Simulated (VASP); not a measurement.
Here is a VASP 6.6.1 calculation.

The input INCAR:

```
PREC = Accurate
ENCUT = 520
EDIFF = 1E-7
ISMEAR = 1
SIGMA = 0.3
LREAL = False
LASPH = True
NELM = 80
ALGO = Normal
ISIF = 2
LWAVE = False
LCHARG = True
GGA = PE
LELF = True
LVHAR = True
NBANDS = 12
```

KPOINTS

```
regular mesh
0
Gamma
  10 10 10
```

File POSCAR:

```
As
1.0
    1.9036109523      1.0990502958      3.6081612956
   -1.9036109523      1.0990502958      3.6081612956
    0.0000000000     -2.1981005915      3.6081612956
As
2
Direct
    0.7737100447      0.7737100447      0.7737100447
    0.2262899553      0.2262899553      0.2262899553
```

Potentials or basis: VASP PAW PBE potentials, release 64 (As).

The run is started by

```sh
$ cat potpaw_PBE.64/As/POTCAR > POTCAR
$ mpirun -np 1 vasp_std > vasp.out
```

Problem. What does it give for the pressure?

Solution. 0.3 GPa.

Problem. Predict the largest force.

Solution. 0.046 eV/Å.

Problem. Predict the band gap on the k mesh.

Solution. Zero (band 5 reaches 5.04 eV, above the bottom of band 6 at 4.64 eV).

Forces in eV/Å, atoms in the order of the input:
```
As   0.000  0.000 -0.046
As   0.000  0.000  0.046
```
